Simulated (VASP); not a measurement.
# Cs3H (Pmmm) in VASP: notebook

The runs below take Cs3H through single point, relaxation of cell and atoms, with PBE.

Everything below comes from runs of VASP 6.6.1. Logs are shortened: lines on timing, memory, paths and dates and some standing lists are left out, and cuts for length are marked.

## (1) The cell of the first run

Symmetry: Pmmm, No. 47, orthorhombic system. Conventional cell: a = 4.770 Å, b = 4.943 Å, c = 7.114 Å, α = 90.00°, β = 90.00°, γ = 90.00°. Within 3.3 Å of Cs (site symmetry mmm) lie 2 H at 2.47 Å. Cs (site symmetry mm2) has 2 H at 2.87 Å and 6 Cs at 3.20 to 3.91 Å within 4.0 Å. Within 3.3 Å of H (site symmetry mmm) lie 6 Cs at 2.47 to 2.87 Å.

The cell was generated, and may not be a known phase.

## (2) Single point, PBE

The input, INCAR:

```
SYSTEM = Cs3H
PREC = Accurate
ENCUT = 520
EDIFF = 1E-6
ISMEAR = 0
SIGMA = 0.1
LREAL = .False.
LASPH = .True.
NELM = 80
ALGO = Normal
ISIF = 2
LWAVE = .False.
LCHARG = .True.
GGA = PE
LELF = .True.
LVHAR = .True.
NBANDS = 22
```

The input, KPOINTS:

```
Automatic mesh
0
Gamma
  4 4 4
  0 0 0
```

The input, POSCAR:

```
Cs3H
1.0
    4.7700124400      0.0000000000      0.0000000000
    0.0000000000      4.9431218200      0.0000000000
    0.0000000000      0.0000000000      7.1137753400
Cs H
3 1
Direct
    0.0000000000      0.0000000000      0.5000000000
    0.5000000000      0.5000000000      0.2749899300
    0.5000000000      0.5000000000      0.7250100700
    0.0000000000      0.5000000000      0.5000000000
```

Potentials or basis: VASP PAW PBE potentials, release 64 (Cs_sv, H).

Launch:

```bash
$ cat potpaw_PBE.64/Cs_sv/POTCAR potpaw_PBE.64/H/POTCAR > POTCAR
$ mpirun -np 1 vasp_std > vasp.out
```

OUTCAR:

```text
SYSTEM = Cs3H
   PREC = Accurate
   ENCUT = 520
   EDIFF = 1E-6
   ISMEAR = 0
   LREAL = .False.
   LASPH = .True.
   NELM = 80
   ISIF = 2
   GGA = PE

 ion  position               nearest neighbor table
   1  0.000  0.000  0.500-
   2  0.500  0.500  0.275-
   3  0.500  0.500  0.725-
   4  0.000  0.500  0.500-

  LATTYP: Found a simple orthorhombic cell.
 ALAT       =     4.7700124400
 B/A-ratio  =     1.0362911800
 C/A-ratio  =     1.4913536242

  Lattice vectors:

 A1 = (   4.7700124400,   0.0000000000,   0.0000000000)
 A2 = (   0.0000000000,   4.9431218200,   0.0000000000)
 A3 = (   0.0000000000,   0.0000000000,   7.1137753400)

Analysis of symmetry for initial positions (statically):
=====================================================================
 Subroutine PRICEL returns:
 Original cell was already a primitive cell.

 Routine SETGRP: Setting up the symmetry group for a
 simple orthorhombic supercell.

 Subroutine GETGRP returns: Found  8 space group operations
 (whereof  8 operations were pure point group operations)
 out of a pool of  8 trial point group operations.

The static configuration has the point symmetry D_2h.

Analysis of symmetry for dynamics (positions and initial velocities):
=====================================================================
 Subroutine PRICEL returns:
 Original cell was already a primitive cell.

 Routine SETGRP: Setting up the symmetry group for a
 simple orthorhombic supercell.

 Subroutine GETGRP returns: Found  8 space group operations
 (whereof  8 operations were pure point group operations)
 out of a pool of  8 trial point group operations.

The dynamic configuration has the point symmetry D_2h.

 Subroutine INISYM returns: Found  8 space group operations
 (whereof  8 operations are pure point group operations),
 and found     1 'primitive' translations

----------------------------------------------------------------------------------------

                                     Primitive cell

  volume of cell :     167.7339

  direct lattice vectors                    reciprocal lattice vectors
     4.770012440  0.000000000  0.000000000     0.209643059  0.000000000  0.000000000
     0.000000000  4.943121820  0.000000000     0.000000000  0.202301306  0.000000000
     0.000000000  0.000000000  7.113775340     0.000000000  0.000000000  0.140572334

  length of vectors
     4.770012440  4.943121820  7.113775340     0.209643059  0.202301306  0.140572334

  position of ions in fractional coordinates (direct lattice)
     0.000000000  0.000000000  0.500000000
     0.500000000  0.500000000  0.274989930
     0.500000000  0.500000000  0.725010070
     0.000000000  0.500000000  0.500000000

  ion indices of the primitive-cell ions
   primitive index   ion index
                 1           1
                 2           2
                 3           3
                 4           4

----------------------------------------------------------------------------------------

 KPOINTS: Automatic mesh

Automatic generation of k-mesh.
 Grid dimensions read from file:
 generate k-points for:    4    4    4

 Generating k-lattice:

  Cartesian coordinates                     Fractional coordinates (reciprocal lattice)
     0.052410765  0.000000000  0.000000000     0.250000000  0.000000000  0.000000000
     0.000000000  0.050575327  0.000000000     0.000000000  0.250000000  0.000000000
     0.000000000  0.000000000  0.035143083     0.000000000  0.000000000  0.250000000

  Length of vectors
     0.052410765  0.050575327  0.035143083

  Shift w.r.t. Gamma in fractional coordinates (k-lattice)
     0.000000000  0.000000000  0.000000000

 Subroutine IBZKPT returns following result:
 ===========================================

 Found     27 irreducible k-points:

 Following reciprocal coordinates:
            Coordinates               Weight
  0.000000  0.000000  0.000000      1.000000
  0.250000  0.000000  0.000000      2.000000
  0.500000  0.000000  0.000000      1.000000
  0.000000  0.250000  0.000000      2.000000
[... 46 lines left out ...]
  band No.  band energies     occupation
      1     -21.4199      2.00000
      2     -20.8943      2.00000
      3     -20.5896      2.00000
      4      -9.4000      2.00000
      5      -8.5818      2.00000
      6      -8.4811      2.00000
[... 14 lines left out ...]
     21       4.7272      0.00000
     22       6.2226      0.00000

 k-point     2 :       0.2500    0.0000    0.0000
  band No.  band energies     occupation
      1     -21.3792      2.00000
      2     -20.8875      2.00000
      3     -20.6226      2.00000
      4      -9.4514      2.00000
      5      -8.4496      2.00000
      6      -8.4129      2.00000
[... 14 lines left out ...]
     21       5.6659      0.00000
     22       5.7991      0.00000

 k-point     3 :       0.5000    0.0000    0.0000
  band No.  band energies     occupation
      1     -21.3340      2.00000
      2     -20.8807      2.00000
      3     -20.6602      2.00000
      4      -9.4998      2.00000
      5      -8.3915      2.00000
      6      -8.3101      2.00000
[... 14 lines left out ...]
     21       6.1957      0.00000
     22       6.7494      0.00000

 k-point     4 :       0.0000    0.2500    0.0000
  band No.  band energies     occupation
      1     -21.3824      2.00000
      2     -20.8897      2.00000
      3     -20.6225      2.00000
      4      -9.4982      2.00000
      5      -8.4768      2.00000
      6      -8.3205      2.00000
[... 14 lines left out ...]
     21       5.4242      0.00000
     22       5.8176      0.00000

 k-point     5 :       0.2500    0.2500    0.0000
  band No.  band energies     occupation
      1     -21.3559      2.00000
      2     -20.8831      2.00000
      3     -20.6354      2.00000
      4      -9.4572      2.00000
      5      -8.8403      2.00000
      6      -8.2822      2.00000
[... 417 lines left out ...]
 k-point    22 :       0.0000    0.2500    0.5000
  band No.  band energies     occupation
      1     -21.3343      2.00000
      2     -20.9507      2.00000
      3     -20.6188      2.00000
      4      -9.1048      2.00000
      5      -8.3922      2.00000
      6      -8.2800      2.00000
[... 14 lines left out ...]
     21       5.9066      0.00000
     22       6.1296      0.00000

 k-point    23 :       0.2500    0.2500    0.5000
  band No.  band energies     occupation
      1     -21.3065      2.00000
      2     -20.9438      2.00000
      3     -20.6334      2.00000
      4      -9.0544      2.00000
      5      -8.7981      2.00000
      6      -8.2055      2.00000
[... 14 lines left out ...]
     21       5.7340      0.00000
     22       5.9175      0.00000

 k-point    24 :       0.5000    0.2500    0.5000
  band No.  band energies     occupation
      1     -21.2768      2.00000
      2     -20.9369      2.00000
      3     -20.6498      2.00000
      4      -9.0761      2.00000
      5      -8.8313      2.00000
      6      -8.5709      2.00000
[... 14 lines left out ...]
     21       6.0223      0.00000
     22       6.4284      0.00000

 [... further k-points ...]
[... 5 lines left out ...]
  --------------------------------------------------------------------------------------
  -------------------------------------------------------------------------------------
  Total        2.8990667      8.4248032      6.0332356      0.0000000      0.0000000      0.0000000
  in kB       27.6915852     80.4728484     57.6288425      0.0000000      0.0000000      0.0000000
  external PRESSURE =      55.2644254 kB  Pullay stress =       0.0000000 kB

 VOLUME and BASIS-vectors are now :
 -----------------------------------------------------------------------------
  energy-cutoff  :      520.00
  volume of cell :      167.73
      direct lattice vectors                 reciprocal lattice vectors
     4.770012440  0.000000000  0.000000000     0.209643059  0.000000000  0.000000000
     0.000000000  4.943121820  0.000000000     0.000000000  0.202301306  0.000000000
     0.000000000  0.000000000  7.113775340     0.000000000  0.000000000  0.140572334

 POSITION                                       TOTAL-FORCE (eV/Angst)
 -----------------------------------------------------------------------------------
      0.00000      0.00000      3.55689         0.000000      0.000000     -0.000000
      2.38501      2.47156      1.95622         0.000000      0.000000     -1.507785
      2.38501      2.47156      5.15756         0.000000      0.000000      1.507785
      0.00000      2.47156      3.55689         0.000000      0.000000     -0.000000
 -----------------------------------------------------------------------------------
    total drift:                                0.000000      0.000000      0.000000

  FREE ENERGIE OF THE ION-ELECTRON SYSTEM (eV)
  ---------------------------------------------------
  free  energy   TOTEN  =        -4.0096475931 eV

  energy  without entropy=       -3.9927998002  energy(sigma->0) =       -4.00122370
```

Wall time 2.8 min (1 thread of Intel Xeon 8259CL, shared host); peak memory 0.29 GiB.

Results:

- Free energy: -4.0096 eV
- Pressure: 5.5 GPa
- Largest force: 1.508 eV/Å
- Band gap on the k mesh: zero (bands 14 and 15 overlap by 1.50 eV)

Forces on the atoms (eV/Å):
```
Cs   0.000  0.000  0.000
Cs   0.000  0.000 -1.508
Cs   0.000  0.000  1.508
H    0.000  0.000  0.000
```

Levels at points of the mesh, in eV from the Fermi level:
```csv
k point,band 10,band 11,band 12,band 13,band 14,band 15,band 16,band 17,band 18,band 19
"(0.00, 0.00, 0.00)",-9.98,-9.87,-9.58,-4.26,-1.62,0.30,1.08,1.47,1.65,1.77
"(0.50, 0.00, 0.00)",-10.42,-9.91,-9.60,-3.81,-0.08,0.17,0.36,0.85,1.31,1.76
"(0.00, 0.50, 0.00)",-10.45,-9.91,-9.61,-2.30,-0.83,0.45,0.47,0.91,0.98,1.91
"(0.50, 0.50, 0.00)",-9.90,-9.83,-9.59,-2.00,-0.02,0.56,0.92,1.19,2.42,2.43
"(0.00, 0.00, 0.50)",-10.23,-9.95,-9.85,-4.19,-0.95,-0.56,1.21,1.44,1.85,2.69
"(0.50, 0.00, 0.50)",-10.42,-10.29,-9.95,-3.72,-0.26,0.46,1.03,1.33,1.46,2.03
"(0.00, 0.50, 0.50)",-10.52,-10.30,-9.94,-2.22,-0.17,-0.11,0.37,1.44,1.64,1.90
"(0.50, 0.50, 0.50)",-10.27,-9.85,-9.78,-1.89,0.94,1.15,1.40,1.46,1.94,1.95
```

Caveat: the stress differs along the axes, from 3 to 8 GPa; spin-orbit coupling is left out, which moves the levels of the heavy elements; forces of over 1 eV/Å act on the atoms, so gaps and moduli don't describe the material at rest.

[end of part 1 of 2]
